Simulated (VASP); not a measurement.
# MnS (Fm-3m) in VASP: further runs

The runs below take MnS through single point, with BLYP+D3(BJ), r2SCAN+D3(BJ), r2SCAN+rVV10.

Program: VASP 6.6.1. These are calculated values, not measurements. Logs are shortened: lines on timing, memory, paths and dates and some standing lists are left out, and cuts for length are marked.

### Step 1. The cell of the first run

Symmetry: Fm-3m, No. 225, cubic system. Conventional cell: a = 5.224 Å, b = 5.224 Å, c = 5.224 Å, α = 90.00°, β = 90.00°, γ = 90.00°. Within 3.4 Å of Mn (site symmetry m-3m) lie 6 S at 2.61 Å. S (site symmetry m-3m) has 6 Mn at 2.61 Å within 3.4 Å.

### Step 2. Single point, BLYP+D3(BJ), collinear spin, ferromagnetic start

The input, INCAR:

```
SYSTEM = MnS
PREC = Accurate
ENCUT = 500
EDIFF = 1E-6
ISMEAR = 0
SIGMA = 0.05
LREAL = .FALSE.
LASPH = .TRUE.
NELM = 200
ALGO = Normal
ISIF = 2
LWAVE = .FALSE.
LCHARG = .TRUE.
ISPIN = 2
MAGMOM = 4.63 0
LORBIT = 11
LMAXMIX = 4
GGA = B5
ALDAX = 1.0
AGGAX = 1.0
AGGAC = 1.0
ALDAC = 0.0
IVDW = 12
VDW_S6 = 1.0
VDW_S8 = 2.6996
VDW_A1 = 0.4298
VDW_A2 = 4.2359
LELF = .TRUE.
LVHAR = .TRUE.
NBANDS = 20
GGA_COMPAT = .FALSE.
```

The input, KPOINTS:

```
Automatic mesh
0
G
  8 8 8
  0 0 0
```

The input, POSCAR:

```
MnS
1.0
    0.0000000000      2.6122498864      2.6122498864
    2.6122498864      0.0000000000      2.6122498864
    2.6122498864      2.6122498864      0.0000000000
Mn S
1 1
Direct
    0.0000000000      0.0000000000      0.0000000000
    0.5000000000      0.5000000000      0.5000000000
```

Potentials or basis: VASP PAW PBE potentials, release 64 (Mn_pv, S).

On the command line:

```sh
$ cat potpaw_PBE.64/Mn_pv/POTCAR potpaw_PBE.64/S/POTCAR > POTCAR
$ mpirun -np 1 vasp_std > vasp.out
```

OUTCAR:

```text
SYSTEM = MnS
   PREC = Accurate
   ENCUT = 500
   EDIFF = 1E-6
   ISMEAR = 0
   LREAL = .FALSE.
   LASPH = .TRUE.
   NELM = 200
   ISIF = 2
   ISPIN = 2
   LORBIT = 11
   GGA = B5
   IVDW = 12
 IVDW          = 12

 ion  position               nearest neighbor table
   1  0.000  0.000  0.000-   2 2.61   2 2.61   2 2.61   2 2.61   2 2.61   2 2.61
   2  0.500  0.500  0.500-   1 2.61   1 2.61   1 2.61   1 2.61   1 2.61   1 2.61

  LATTYP: Found a face centered cubic cell.
 ALAT       =     5.2244997728

  Lattice vectors:

 A1 = (   0.0000000000,   2.6122498864,   2.6122498864)
 A2 = (   2.6122498864,   0.0000000000,   2.6122498864)
 A3 = (   2.6122498864,   2.6122498864,   0.0000000000)

Analysis of symmetry for initial positions (statically):
=====================================================================
 Subroutine PRICEL returns:
 Original cell was already a primitive cell.

 Routine SETGRP: Setting up the symmetry group for a
 face centered cubic supercell.

 Subroutine GETGRP returns: Found 48 space group operations
 (whereof 48 operations were pure point group operations)
 out of a pool of 48 trial point group operations.

The static configuration has the point symmetry O_h .

Analysis of symmetry for dynamics (positions and initial velocities):
=====================================================================
 Subroutine PRICEL returns:
 Original cell was already a primitive cell.

 Routine SETGRP: Setting up the symmetry group for a
 face centered cubic supercell.

 Subroutine GETGRP returns: Found 48 space group operations
 (whereof 48 operations were pure point group operations)
 out of a pool of 48 trial point group operations.

The dynamic configuration has the point symmetry O_h .

Analysis of structural, dynamic, and magnetic symmetry:
=====================================================================
 Subroutine PRICEL returns:
 Original cell was already a primitive cell.

 Routine SETGRP: Setting up the symmetry group for a
 face centered cubic supercell.

 Subroutine GETGRP returns: Found 48 space group operations
 (whereof 48 operations were pure point group operations)
 out of a pool of 48 trial point group operations.

The overall configuration has the point symmetry O_h .

 Subroutine INISYM returns: Found 48 space group operations
 (whereof 48 operations are pure point group operations),
 and found     1 'primitive' translations

----------------------------------------------------------------------------------------

                                     Primitive cell

  volume of cell :      35.6512

  direct lattice vectors                    reciprocal lattice vectors
     0.000000000  2.612249886  2.612249886    -0.191405884  0.191405884  0.191405884
     2.612249886  0.000000000  2.612249886     0.191405884 -0.191405884  0.191405884
     2.612249886  2.612249886  0.000000000     0.191405884  0.191405884 -0.191405884

  length of vectors
     3.694279218  3.694279218  3.694279218     0.331524717  0.331524717  0.331524717

  position of ions in fractional coordinates (direct lattice)
     0.000000000  0.000000000  0.000000000
     0.500000000  0.500000000  0.500000000

  ion indices of the primitive-cell ions
   primitive index   ion index
                 1           1
                 2           2

----------------------------------------------------------------------------------------

 KPOINTS: Automatic mesh

Automatic generation of k-mesh.
 Grid dimensions read from file:
 generate k-points for:    8    8    8

 Generating k-lattice:

  Cartesian coordinates                     Fractional coordinates (reciprocal lattice)
    -0.023925736  0.023925736  0.023925736     0.125000000  0.000000000  0.000000000
     0.023925736 -0.023925736  0.023925736     0.000000000  0.125000000  0.000000000
     0.023925736  0.023925736 -0.023925736     0.000000000  0.000000000  0.125000000

  Length of vectors
     0.041440590  0.041440590  0.041440590

  Shift w.r.t. Gamma in fractional coordinates (k-lattice)
[... 46 lines left out ...]
   NGX = 13   NGY = 13   NGZ = 13

 number of electron      18.9999987 magnetization       4.6716241

 Free energy of the ion-electron system (eV)
  ---------------------------------------------------
  ext. energy  EPLUGINS =         0.00000000
  ---------------------------------------------------
  free energy    TOTEN  =       -12.54475139 eV

  energy without entropy =      -12.54398698  energy(sigma->0) =      -12.54436919

 E-fermi :   6.8898     XC(G=0): -10.0072

 val. band max:        6.8161068143   @ k =  -0.3750   0.5000   0.1250
 cond. band min:       6.9036226129   @ k =   0.5000   0.3750   0.1250
 fundamental gap:      0.0875157985
 Fermi energy:         6.8898485044

 spin component 1

 k-point     1 :       0.0000    0.0000    0.0000
  band No.  band energies     occupation
      1     -43.5270      1.00000
      2     -43.5270      1.00000
      3     -43.5270      1.00000
      4      -7.5255      1.00000
      5       3.6752      1.00000
      6       3.6752      1.00000
[... 12 lines left out ...]
     19      18.8376      0.00000
     20      19.2261      0.00000
[... 507 lines left out ...]
 k-point    24 :      -0.3750    0.2500    0.1250
  band No.  band energies     occupation
      1     -43.5336      1.00000
      2     -43.5301      1.00000
      3     -43.5288      1.00000
      4      -6.1592      1.00000
      5       0.6800      1.00000
      6       2.0241      1.00000
[... 12 lines left out ...]
     19      21.5888      0.00000
     20      22.5196      0.00000

 [... further k-points ...]

 spin component 2

 k-point     1 :       0.0000    0.0000    0.0000
  band No.  band energies     occupation
      1     -39.1819      1.00000
      2     -39.1818      1.00000
      3     -39.1818      1.00000
      4      -7.2765      1.00000
      5       5.2539      1.00000
      6       5.2539      1.00000
[... 12 lines left out ...]
     19      19.7700      0.00000
     20      20.5505      0.00000
[... 507 lines left out ...]
 k-point    24 :      -0.3750    0.2500    0.1250
  band No.  band energies     occupation
      1     -39.1911      1.00000
      2     -39.1860      1.00000
      3     -39.1843      1.00000
      4      -5.9378      1.00000
      5       1.2117      1.00000
      6       2.8942      1.00000
[... 12 lines left out ...]
     19      22.1236      0.00000
     20      23.0622      0.00000

 [... further k-points ...]

------------------------ aborting loop because EDIFF is reached ----------------------------------------

 Edisp (eV)   -1.80546

 E8    (eV) :    -1.2946

  FORCE on cell =-STRESS in cart. coord.  units (eV):
  Direction    XX          YY          ZZ          XY          YZ          ZX
  --------------------------------------------------------------------------------------
  -------------------------------------------------------------------------------------
  Total      -1.64357    -1.64357    -1.64357    -0.00000    -0.00000     0.00000
  in kB     -73.86243   -73.86243   -73.86243    -0.00000    -0.00000     0.00000
  external pressure =      -73.86 kB  Pullay stress =        0.00 kB

 VOLUME and BASIS-vectors are now :
 -----------------------------------------------------------------------------
  energy-cutoff  :      500.00
  volume of cell :       35.65
      direct lattice vectors                 reciprocal lattice vectors
     0.000000000  2.612249886  2.612249886    -0.191405884  0.191405884  0.191405884
     2.612249886  0.000000000  2.612249886     0.191405884 -0.191405884  0.191405884
     2.612249886  2.612249886  0.000000000     0.191405884  0.191405884 -0.191405884

 POSITION                                       TOTAL-FORCE (eV/Angst)
 -----------------------------------------------------------------------------------
      0.00000      0.00000      0.00000         0.000000      0.000000      0.000000
      2.61225      2.61225      2.61225        -0.000000     -0.000000     -0.000000
 -----------------------------------------------------------------------------------
    total drift:                               -0.000000      0.000000      0.000000

  FREE ENERGIE OF THE ION-ELECTRON SYSTEM (eV)
  ---------------------------------------------------
  free  energy   TOTEN  =       -14.3502088503 eV

  energy  without entropy=      -14.3494444367  energy(sigma->0) =      -14.34982664

 total charge

# of ion       s       p       d       tot
------------------------------------------
    1        0.215   6.160   4.969  11.343
    2        1.339   2.424   0.000   3.763
--------------------------------------------------
tot          1.554   8.584   4.969  15.107

 magnetization (x)

# of ion       s       p       d       tot
------------------------------------------
    1        0.044   0.031   4.138   4.214
    2        0.029   0.101   0.000   0.129
--------------------------------------------------
tot          0.073   0.132   4.138   4.343
```

Run time: 2.1 min. Hardware: 1 thread of Intel Xeon 8259CL, shared host; peak memory 0.19 GiB.

What came out:

| Quantity | Value |
| --- | --- |
| Free energy | -14.3502 eV |
| Pressure | -7.4 GPa |
| Net moment | 4.67 μB per cell |
| Site moments | Mn +4.21; S +0.13 μB |
| Valence electrons inside the program's atomic spheres | Mn 11.34; S 3.76 |
| Dispersion energy per atom | -0.903 eV |

Levels at points of the mesh, in eV from the Fermi level:
Spin up:
| k point | band 8 | band 9 | band 10 | band 11 | band 12 | band 13 | band 14 | band 15 | band 16 | band 17 |
| --- | --- | --- | --- | --- | --- | --- | --- | --- | --- | --- |
| (0.00, 0.00, 0.00) | -3.13 | -3.13 | -1.84 | -1.84 | -1.84 | 1.93 | 8.87 | 8.87 | 8.87 | 11.32 |
| (0.50, 0.00, 0.00) | -2.73 | -2.73 | -2.36 | 0.41 | 0.41 | 3.24 | 5.67 | 5.67 | 8.43 | 12.63 |
| (0.50, 0.50, 0.00) | -3.35 | -2.89 | -2.60 | -2.60 | -2.14 | 1.06 | 5.87 | 10.37 | 12.08 | 12.08 |
Spin down:
```tsv
k point	band 4	band 5	band 6	band 7	band 8	band 9	band 10	band 11
(0.00, 0.00, 0.00)	-14.17	-1.64	-1.64	-1.64	0.19	0.19	0.19	0.22
(0.50, 0.00, 0.00)	-12.94	-6.23	-3.34	-3.34	1.09	1.09	1.28	3.02
(0.50, 0.50, 0.00)	-12.80	-5.36	-3.10	-3.10	-0.79	0.63	1.32	1.32
```

Caveat: the cell stands under tension; the PAW data sets were made with another functional, which shifts forces and pressure a little; a cell with one magnetic atom can't hold antiferromagnetic order, which such compounds often take; semilocal functionals often make such compounds metallic where correlation or magnetic order opens a gap, which also shifts bond lengths.

### Step 3. Single point, r2SCAN+D3(BJ), collinear spin, ferromagnetic start (16.75 Å³/atom)

This run uses another cell than the first one, of 16.75 Å³/atom.

The input, POSCAR:

```
MnS
1.0
    0.0000000000      2.5584507133      2.5584507133
    2.5584507133      0.0000000000      2.5584507133
    2.5584507133      2.5584507133      0.0000000000
Mn S
1 1
Direct
    0.0000000000      0.0000000000      0.0000000000
    0.5000000000      0.5000000000      0.5000000000
```

The input, INCAR.step1:

```
SYSTEM = MnS
PREC     = Accurate       ! precision mode
ENCUT    = 550            ! plane-wave cutoff, eV
ISMEAR   = 0              ! smearing method
SIGMA    = 0.05           ! smearing width, eV
LREAL    = .FALSE.        ! projectors in reciprocal space
LASPH    = .TRUE.         ! aspherical terms in the spheres
NELM     = 200            ! most SCF steps
ISPIN    = 2              ! spin polarisation
MAGMOM   = 4.86 0         ! initial moments
LMAXMIX  = 4              ! l up to which the mixer works
NBANDS   = 20             ! bands
GGA      = PE             ! functional
ALGO     = Normal         ! electronic algorithm
EDIFF    = 1E-5           ! SCF threshold, eV
LWAVE    = .TRUE.         ! write WAVECAR
LCHARG   = .FALSE.        ! write CHGCAR
GGA_COMPAT= .FALSE.
```

The input, INCAR.step2:

```
SYSTEM = MnS
PREC     = Accurate       ! precision mode
ENCUT    = 550            ! plane-wave cutoff, eV
EDIFF    = 1E-6           ! SCF threshold, eV
ISMEAR   = 0              ! smearing method
SIGMA    = 0.05           ! smearing width, eV
LREAL    = .FALSE.        ! projectors in reciprocal space
LASPH    = .TRUE.         ! aspherical terms in the spheres
NELM     = 200            ! most SCF steps
ALGO     = Normal         ! electronic algorithm
ISIF     = 2              ! what is computed and relaxed
LWAVE    = .FALSE.        ! write WAVECAR
LCHARG   = .FALSE.        ! write CHGCAR
ISPIN    = 2              ! spin polarisation
MAGMOM   = 4.86 0         ! initial moments
LORBIT   = 11             ! projections on sites
LMAXMIX  = 4              ! l up to which the mixer works
METAGGA  = R2SCAN         ! meta-GGA
LMIXTAU  = .TRUE.       
IVDW     = 12             ! dispersion correction
VDW_S6   = 1.0          
VDW_S8   = 0.78981345   
VDW_A1   = 0.49484001   
VDW_A2   = 5.73083694   
NBANDS   = 20             ! bands
ISTART   = 1            
GGA_COMPAT= .FALSE.
```

The input, KPOINTS:

```
regular mesh
0
G
  8 8 8
  0 0 0
```

Potentials or basis: VASP PAW PBE potentials, release 64 (Mn_pv, S).

On the command line:

```sh
$ cat potpaw_PBE.64/Mn_pv/POTCAR potpaw_PBE.64/S/POTCAR > POTCAR
$ cp INCAR.step1 INCAR
$ mpirun -np 1 vasp_std > vasp.out
$ cp INCAR.step2 INCAR
$ mpirun -np 1 vasp_std > vasp.out
```

It took 4.5 min on 1 thread of Intel Xeon 8259CL, shared host; peak memory 0.21 GiB.

Results (log left out):

* Free energy: -25.2505 eV
* Pressure: 2.6 GPa
* Net moment: 4.90 μB per cell
* Site moments: Mn +4.43; S +0.14 μB
* Valence electrons inside the program's atomic spheres: Mn 11.33; S 3.81
* Dispersion energy per atom: -0.203 eV

Levels at points of the mesh, in eV from the Fermi level:
Spin up:
| k point | band 8 | band 9 | band 10 | band 11 | band 12 | band 13 | band 14 | band 15 | band 16 | band 17 |
| --- | --- | --- | --- | --- | --- | --- | --- | --- | --- | --- |
| (0.00, 0.00, 0.00) | -4.07 | -4.07 | -2.22 | -2.22 | -2.22 | 2.44 | 8.84 | 8.84 | 8.84 | 11.10 |
| (0.50, 0.00, 0.00) | -3.62 | -3.62 | -3.15 | 0.13 | 0.13 | 3.08 | 5.60 | 5.60 | 9.53 | 13.02 |
| (0.50, 0.50, 0.00) | -3.97 | -3.81 | -3.48 | -3.48 | -2.88 | 1.01 | 5.52 | 11.23 | 13.08 | 13.08 |
Spin down:
| k point | band 5 | band 6 | band 7 | band 8 | band 9 | band 10 |
| --- | --- | --- | --- | --- | --- | --- |
| (0.00, 0.00, 0.00) | -1.87 | -1.87 | -1.87 | 0.86 | 0.86 | 0.86 |
| (0.50, 0.00, 0.00) | -7.02 | -3.68 | -3.68 | 2.12 | 2.12 | 2.32 |
| (0.50, 0.50, 0.00) | -6.21 | -3.58 | -3.58 | -0.53 | 1.43 | 2.34 |

Caveat: three body term missing; the PAW data sets were made with another functional, which shifts forces and pressure a little; a cell with one magnetic atom can't hold antiferromagnetic order, which such compounds often take; semilocal functionals often make such compounds metallic where correlation or magnetic order opens a gap, which also shifts bond lengths.

### Step 4. Single point, r2SCAN+rVV10, collinear spin, ferromagnetic start (16.79 Å³/atom)

This run uses another cell than the first one, of 16.79 Å³/atom.

The input, POSCAR:

```
MnS
1.0
    0.0000000000      2.5607406661      2.5607406661
    2.5607406661      0.0000000000      2.5607406661
    2.5607406661      2.5607406661      0.0000000000
Mn S
1 1
Direct
    0.0000000000      0.0000000000      0.0000000000
    0.5000000000      0.5000000000      0.5000000000
```

The input, INCAR.step1:

```
SYSTEM = MnS
PREC = Accurate ; ENCUT = 550
ISMEAR = 0 ; SIGMA = 0.05
LREAL = .FALSE. ; LASPH = .TRUE.
NELM = 200 ; ISPIN = 2
MAGMOM = 4.86 0 ; LMAXMIX = 4
NBANDS = 20 ; GGA = PE
ALGO = Normal ; EDIFF = 1E-5
LWAVE = .TRUE. ; LCHARG = .FALSE.
GGA_COMPAT = .FALSE.
```

The input, INCAR.step2:

```
SYSTEM = MnS
PREC = Accurate ; ENCUT = 550
EDIFF = 1E-6 ; ISMEAR = 0
SIGMA = 0.05 ; LREAL = .FALSE.
LASPH = .TRUE. ; NELM = 200
ALGO = Normal ; ISIF = 2
LWAVE = .FALSE. ; LCHARG = .TRUE.
ISPIN = 2 ; MAGMOM = 4.86 0
LORBIT = 11 ; LMAXMIX = 4
METAGGA = R2SCAN ; LMIXTAU = .TRUE.
LUSE_VDW = .TRUE. ; IVDW_NL = 2
BPARAM = 11.95 ; CPARAM = 0.0093
LELF = .TRUE. ; LVHAR = .TRUE.
NBANDS = 20 ; ISTART = 1
GGA_COMPAT = .FALSE.
```

KPOINTS is that of step 3.

On the command line:

```sh
$ cat potpaw_PBE.64/Mn_pv/POTCAR potpaw_PBE.64/S/POTCAR > POTCAR
$ cp INCAR.step1 INCAR
$ mpirun -np 1 vasp_std > vasp.out
$ cp INCAR.step2 INCAR
$ mpirun -np 1 vasp_std > vasp.out
```

Wall time 5.8 min (1 thread of Intel Xeon 8259CL, shared host); peak memory 0.3 GiB.

Results (log left out):

| Property | Result |
| --- | --- |
| Free energy | -24.3910 eV |
| Pressure | 3.2 GPa |
| Net moment | 4.90 μB per cell |
| Site moments | Mn +4.43; S +0.14 μB |
| Valence electrons inside the program's atomic spheres | Mn 11.33; S 3.80 |

Levels at points of the mesh, in eV from the Fermi level:
Spin up:
| k point | band 9 | band 10 | band 11 | band 12 | band 13 | band 14 | band 15 | band 16 |
| --- | --- | --- | --- | --- | --- | --- | --- | --- |
| (0.00, 0.00, 0.00) | -4.06 | -2.21 | -2.21 | -2.21 | 2.39 | 8.82 | 8.82 | 8.82 |
| (0.50, 0.00, 0.00) | -3.60 | -3.14 | 0.14 | 0.14 | 3.04 | 5.58 | 5.58 | 9.49 |
| (0.50, 0.50, 0.00) | -3.80 | -3.46 | -3.46 | -2.87 | 0.98 | 5.49 | 11.17 | 13.02 |
Spin down:
```csv
k point,band 5,band 6,band 7,band 8,band 9,band 10
"(0.00, 0.00, 0.00)",-1.86,-1.86,-1.86,0.86,0.86,0.86
"(0.50, 0.00, 0.00)",-7.01,-3.67,-3.67,2.12,2.12,2.32
"(0.50, 0.50, 0.00)",-6.20,-3.58,-3.58,-0.54,1.44,2.34
```

Caveat: the cell stands under pressure; the PAW data sets were made with another functional, which shifts forces and pressure a little; a cell with one magnetic atom can't hold antiferromagnetic order, which such compounds often take; semilocal functionals often make such compounds metallic where correlation or magnetic order opens a gap, which also shifts bond lengths.

### Step 5. Summary

```tsv
level	cell	cutoff (eV)	gap on the mesh (eV)	pressure (GPa)	moment (μB)
BLYP+D3(BJ)	a = 3.694 Å, angles 60.0°, 2 atoms	500	none	-7.4	4.67
r2SCAN+D3(BJ)	a = 3.618 Å, angles 60.0°, 2 atoms	550	none	2.6	4.90
r2SCAN+rVV10	a = 3.621 Å, angles 60.0°, 2 atoms	550	none	3.2	4.90
```

Alike in all rows: task single point; potentials or basis VASP PAW PBE potentials, release 64 (Mn_pv, S); spin collinear, ferromagnetic start; k mesh 8 × 8 × 8; smearing gaussian 0.05 eV.

Caveats: the PAW data sets were made with another functional, which shifts forces and pressure a little; a cell with one magnetic atom can't hold antiferromagnetic order, which such compounds often take; semilocal functionals often make such compounds metallic where correlation or magnetic order opens a gap, which also shifts bond lengths; the cell stands under tension (at least some runs); three body term missing (at least some runs); the cell stands under pressure (at least some runs).

Total energies depend on the potentials used, so only differences within one code and one set of settings carry meaning.

The gap in the log of VASP goes by the Fermi energy; the results here count the filled bands.